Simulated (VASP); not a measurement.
NaTlS2, 4 atoms in the cell. Symmetry: P-4m2, No. 115, tetragonal system. Conventional cell: a = 4.083 Å, b = 4.083 Å, c = 6.630 Å, α = 90.00°, β = 90.00°, γ = 90.00°. Within 3.6 Å of Na (site symmetry -4m2) lie 4 S at 2.72 Å. Within 3.4 Å of S (site symmetry 2mm) lie 2 Tl at 2.54 Å and 2 Na at 2.72 Å. Within 3.4 Å of Tl (site symmetry -4m2) lie 4 S at 2.54 Å. 

```yaml
Program: VASP 6.6.1
Task: single point
Functional: PBEsol
Potentials_or_basis: VASP PAW PBE potentials, release 64 (Na_pv, S, Tl_d)
Cutoff: 520 eV
k_mesh: 6 × 6 × 4
Occupations: fermi-dirac, width 0.02 eV
Spin: no spin polarisation
Dipole_correction: no
Further_INCAR_settings: ALGO = Normal; EDIFF = 1e-07; NBANDS = 24
```

Potentials or basis: VASP PAW PBE potentials, release 64 (Na_pv, S, Tl_d).

The run is started by

```sh
$ cat potpaw_PBE.64/Na_pv/POTCAR potpaw_PBE.64/S/POTCAR potpaw_PBE.64/Tl_d/POTCAR > POTCAR
$ mpirun -np 1 vasp_std > vasp.out
```

Hardware: 1 thread of Intel(R) Xeon(R) Platinum 8259CL CPU @ 2.50GHz (Skylake/Cascade Lake) (shared host).

Question: How long does it take, and how much memory?

Answer: It took 66 s on 1 thread of Intel(R) Xeon(R) Platinum 8259CL CPU @ 2.50GHz (Skylake/Cascade Lake) (shared host), peak memory 0.24 GiB. Counts: scf iterations 16, k points 30.
